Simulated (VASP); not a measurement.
# Zr2AlN3 (P6_3mc) in VASP: relaxation of cell and atoms with PBE

Aim: the relaxation of cell and atoms of Zr2AlN3 with PBE.

Everything below comes from runs of VASP 6.6.1. Logs are shortened: lines on timing, memory, paths and dates and some standing lists are left out, and cuts for length are marked.

## Step 1: The cell of the first run

It takes space group P6_3mc (No. 186, hexagonal). Conventional cell: a = 3.402 Å, b = 3.402 Å, c = 16.639 Å, α = 90.00°, β = 90.00°, γ = 120.00°. Within 2.8 Å of Zr (site symmetry 3m) lie 4 N at 2.10 to 2.24 Å. Within 2.8 Å of Zr (site symmetry 3m) lie 4 N at 2.13 to 2.17 Å. Al (site symmetry 3m) has 4 N at 1.90 to 2.02 Å within 2.5 Å. Within 2.7 Å of N (site symmetry 3m) lie 3 Al at 2.02 Å and 1 Zr at 2.24 Å. Within 2.8 Å of N (site symmetry 3m) lie 4 Zr at 2.10 to 2.17 Å. Within 2.5 Å of N (site symmetry 3m) lie 1 Al at 1.90 Å and 3 Zr at 2.13 Å.

## Step 2: Relaxation of cell and atoms, PBE

Input file INCAR:

```
SYSTEM = Zr2AlN3
PREC = Accurate
ENCUT = 600
EDIFF = 1E-6
ISMEAR = 0
SIGMA = 0.1
LREAL = .FALSE.
LASPH = .TRUE.
NELM = 80
ALGO = Fast
ISIF = 3
LWAVE = .FALSE.
LCHARG = .FALSE.
GGA = PE
IBRION = 2
NSW = 100
EDIFFG = -0.01
```

Input file KPOINTS:

```
Automatic mesh
0
G
  12 12 4
  0 0 0
```

Input file POSCAR:

```
Zr2AlN3
1.0
    3.4023249821      0.0000000000      0.0000000000
   -1.7011624911      2.9464998664      0.0000000000
    0.0000000000      0.0000000000     16.6394274964
Zr Al N
4 2 6
Direct
    0.3333333333      0.6666666667      0.0042365663
    0.3333333333      0.6666666667      0.3299103127
    0.6666666667      0.3333333333      0.5042365663
    0.6666666667      0.3333333333      0.8299103127
    0.3333333333      0.6666666667      0.6664413423
    0.6666666667      0.3333333333      0.1664413423
    0.3333333333      0.6666666667      0.1386072408
    0.3333333333      0.6666666667      0.4602895150
    0.3333333333      0.6666666667      0.7805150230
    0.6666666667      0.3333333333      0.2805150230
    0.6666666667      0.3333333333      0.6386072408
    0.6666666667      0.3333333333      0.9602895150
```

Potentials or basis: VASP PAW PBE potentials, release 64 (Zr_sv, Al, N).

The run is started by

```
cat potpaw_PBE.64/Zr_sv/POTCAR potpaw_PBE.64/Al/POTCAR potpaw_PBE.64/N/POTCAR > POTCAR
mpirun -np 1 vasp_std > vasp.out
```

OUTCAR:

```text
SYSTEM = Zr2AlN3
   PREC = Accurate
   ENCUT = 600
   EDIFF = 1E-6
   ISMEAR = 0
   LREAL = .FALSE.
   LASPH = .TRUE.
   NELM = 80
   ISIF = 3
   GGA = PE
   IBRION = 2
   NSW = 100
   EDIFFG = -0.01

 ion  position               nearest neighbor table
   1  0.333  0.667  0.004-  12 2.10  12 2.10  12 2.10   7 2.24   6 3.34   6 3.34   6 3.34   4 3.50
                             4 3.50   4 3.50
   2  0.333  0.667  0.330-  10 2.13  10 2.13  10 2.13   8 2.17   6 3.36   6 3.36   6 3.36   3 3.50
                             3 3.50   3 3.50
   3  0.667  0.333  0.504-   8 2.10   8 2.10   8 2.10  11 2.24   5 3.34   5 3.34   5 3.34   2 3.50
                             2 3.50   2 3.50
   4  0.667  0.333  0.830-   9 2.13   9 2.13   9 2.13  12 2.17   5 3.36   5 3.36   5 3.36   1 3.50
                             1 3.50   1 3.50
   5  0.333  0.667  0.666-   9 1.90  11 2.02  11 2.02  11 2.02   3 3.34   3 3.34   3 3.34   4 3.36
                             4 3.36   4 3.36
   6  0.667  0.333  0.166-  10 1.90   7 2.02   7 2.02   7 2.02   1 3.34   1 3.34   1 3.34   2 3.36
                             2 3.36   2 3.36
   7  0.333  0.667  0.139-   6 2.02   6 2.02   6 2.02   1 2.24
   8  0.333  0.667  0.460-   3 2.10   3 2.10   3 2.10   2 2.17
   9  0.333  0.667  0.781-   5 1.90   4 2.13   4 2.13   4 2.13
  10  0.667  0.333  0.281-   6 1.90   2 2.13   2 2.13   2 2.13
  11  0.667  0.333  0.639-   5 2.02   5 2.02   5 2.02   3 2.24
  12  0.667  0.333  0.960-   1 2.10   1 2.10   1 2.10   4 2.17

  LATTYP: Found a hexagonal cell.
 ALAT       =     3.4023249821
 C/A-ratio  =     4.8906049786

  Lattice vectors:

 A1 = (   3.4023249821,   0.0000000000,   0.0000000000)
 A2 = (  -1.7011624911,   2.9464998664,   0.0000000000)
 A3 = (   0.0000000000,   0.0000000000,  16.6394274964)

Analysis of symmetry for initial positions (statically):
=====================================================================
 Subroutine PRICEL returns:
 Original cell was already a primitive cell.

 Routine SETGRP: Setting up the symmetry group for a
 hexagonal supercell.

 Subroutine GETGRP returns: Found 12 space group operations
 (whereof  6 operations were pure point group operations)
 out of a pool of 24 trial point group operations.

The static configuration has the point symmetry C_3v.
 The point group associated with its full space group is C_6v.

Analysis of symmetry for dynamics (positions and initial velocities):
=====================================================================
 Subroutine PRICEL returns:
 Original cell was already a primitive cell.

[... 134 lines left out ...]
   ISIF   =      3    stress and relaxation
   ISYM   =      2    0-nonsym 1-usesym 2-fastsym
   POTIM  = 0.5000    time-step for ionic-motion
   TEBEG  =    0.0;   TEEND  =   0.0 temperature during run
   PSTRESS=    0.0 pullay stress
   NELECT =      84.0000    total number of electrons
   NUPDOWN=      -1.0000    fix difference up-down
   EMIN   =  10.00;   EMAX   =-10.00  energy-range for DOS
   EFERMI =   0.00;   METHOD = LEGACY
   ISMEAR =     0;   SIGMA  =   0.10  broadening in eV -4-tet -1-fermi 0-gaus
   EFERMI_NEDOS =   21; number of points for ismear=-14 and -15
   IALGO  =     68    algorithm
   IMIX   =      4    mixing-type and parameters
     AMIX     =   0.40;   BMIX     =  1.00
     AMIX_MAG =   1.60;   BMIX_MAG =  1.00
  volume/ion in A,a.u.               =      13.90        93.81
  Fermi-wavevector in a.u.,A,eV,Ry     =   1.302450  2.461274 23.080597  1.696376
  Thomas-Fermi vector in A             =   2.433517
   LORBIT       =      0    0 simple, 1 ext, 2 COOP (PROOUT), +10 PAW based schemes
   GGA     = PE    functional components
   LHFCALC =     F    Hartree Fock is set to
   AEXX    =    0.0000 exact exchange contribution
   IVDW    =     0    specifies the selected vdW correction
   LEPSILON=     F    determine dielectric tensor
   LRPA    =     F    only Hartree local field effects (RPA)
 conjugate gradient relaxation of ions
 non-spin polarized calculation
 RMM-DIIS sequential band-by-band and
 Gauss-broadening in eV      SIGMA  =   0.10
  energy-cutoff  :      600.00
  volume of cell :      166.81
 maximum number of plane-waves:      5607
 NGX is ok and might be reduce to    28
   NGX = 13   NGY = 13   NGZ = 67

--------------------------------------- Ionic step        1  -------------------------------------------

 number of electron      83.9999999 magnetization

 Free energy of the ion-electron system (eV)
  ---------------------------------------------------
  ext. energy  EPLUGINS =         0.00000000
  ---------------------------------------------------
  free energy    TOTEN  =      -105.94433845 eV

  energy without entropy =     -105.92670821  energy(sigma->0) =     -105.93552333

------------------------ aborting loop because EDIFF is reached ----------------------------------------

  FORCE on cell =-STRESS in cart. coord.  units (eV):
  Direction    XX          YY          ZZ          XY          YZ          ZX
  --------------------------------------------------------------------------------------
  -------------------------------------------------------------------------------------
  Total       -0.2092045     -0.2092045      0.2622525      0.0000000     -0.0000000      0.0000000
  in kB       -2.0093746     -2.0093746      2.5188924      0.0000000     -0.0000000      0.0000000
  external PRESSURE =      -0.4999522 kB  Pullay stress =       0.0000000 kB
[... 309 lines left out ...]
--------------------------------------- Ionic step        8  -------------------------------------------

 number of electron      83.9999999 magnetization

 Free energy of the ion-electron system (eV)
  ---------------------------------------------------
  ext. energy  EPLUGINS =         0.00000000
  ---------------------------------------------------
  free energy    TOTEN  =      -105.94614295 eV

  energy without entropy =     -105.92829363  energy(sigma->0) =     -105.93721829

 E-fermi :   8.9272     XC(G=0): -10.9395

 val. band max:        8.9137237572   @ k =   0.4167   0.1667   0.2500
 cond. band min:       8.9308238611   @ k =   0.1667   0.0833   0.0000
 fundamental gap:      0.0171001038
 Fermi energy:         8.9271774651

 k-point     1 :       0.0000    0.0000    0.0000
  band No.  band energies     occupation
      1     -40.6453      2.00000
      2     -40.6453      2.00000
      3     -40.4907      2.00000
      4     -40.4907      2.00000
      5     -19.0272      2.00000
      6     -19.0229      2.00000
[... 1261 lines left out ...]
     49      10.7986      0.00000
     50      10.8742      0.00000

 [... further k-points ...]
[... 5 lines left out ...]
  --------------------------------------------------------------------------------------
  -------------------------------------------------------------------------------------
  Total       -0.0063571     -0.0063571     -0.0082011      0.0000000     -0.0000000      0.0000000
  in kB       -0.0610337     -0.0610337     -0.0787372      0.0000000     -0.0000000      0.0000000
  external PRESSURE =      -0.0669349 kB  Pullay stress =       0.0000000 kB
[... 27 lines left out ...]
  FREE ENERGIE OF THE ION-ELECTRON SYSTEM (eV)
  ---------------------------------------------------
  free  energy   TOTEN  =      -105.9461429543 eV

  energy  without entropy=     -105.9282936331  energy(sigma->0) =     -105.93721829

 reached required accuracy - stopping structural energy minimisation
```

Wall time 79 min (1 thread of Oxide Virtual Turin-like, shared host); peak memory 0.62 GiB.

What came out:

| Quantity | Value |
| --- | --- |
| Free energy | -105.9461 eV |
| Relaxed volume | 13.91 Å³/atom |
| Relaxed cell | a = 3.402 Å, b = 3.402 Å, c = 16.654 Å, α = 90.00°, β = 90.00°, γ = 120.00° |
| Space group after relaxing (to 0.1 Å) | P6_3mc (No. 186) |
| Energy gained by relaxing | 0.2 meV/atom |
| Ionic steps | 8 |
| Pressure after relaxing | 0.0 GPa |
| Largest force after relaxing | 0.008 eV/Å |
| Band gap on the k mesh | zero (bands 42 and 43 overlap by 0.72 eV) |

Forces on the atoms (eV/Å):
```
Zr   0.000  0.000  0.000
Zr   0.000  0.000  0.005
Zr   0.000  0.000  0.000
Zr   0.000  0.000  0.005
Al   0.000  0.000  0.000
Al   0.000  0.000  0.000
N    0.000  0.000  0.002
N    0.000  0.000  0.000
N    0.000  0.000 -0.008
N    0.000  0.000 -0.008
N    0.000  0.000  0.002
N    0.000  0.000  0.000
```

Step by step:
| step | energy change (eV) | largest force (eV/Å) | pressure (GPa) | volume (Å³) |
| --- | --- | --- | --- | --- |
| 1 | 0.0000 | 0.1275 | -0.05 | 166.81 |
| 2 | -0.0015 | 0.0314 | 0.14 | 166.70 |
| 3 | -0.0015 | 0.0288 | 0.13 | 166.71 |
| 4 | -0.0017 | 0.0297 | -0.11 | 166.96 |
| 5 | -0.0017 | 0.0282 | -0.06 | 166.90 |
| 6 | -0.0018 | 0.0115 | 0.01 | 166.85 |
| 7 | -0.0018 | 0.0146 | 0.03 | 166.84 |
| 8 | -0.0018 | 0.0083 | -0.01 | 166.88 |

Final structure:
```
Zr Al N
1.0
     3.40151    0.00000    0.00000
    -1.70075    2.94579    0.00000
     0.00000    0.00000   16.65433
Zr Al N
4 2 6
Direct
  0.33333 0.66667 0.00380
  0.33333 0.66667 0.32997
  0.66667 0.33333 0.50380
  0.66667 0.33333 0.82997
  0.33333 0.66667 0.66650
  0.66667 0.33333 0.16650
  0.33333 0.66667 0.13845
  0.33333 0.66667 0.46075
  0.33333 0.66667 0.78053
  0.66667 0.33333 0.28053
  0.66667 0.33333 0.63845
  0.66667 0.33333 0.96075
```
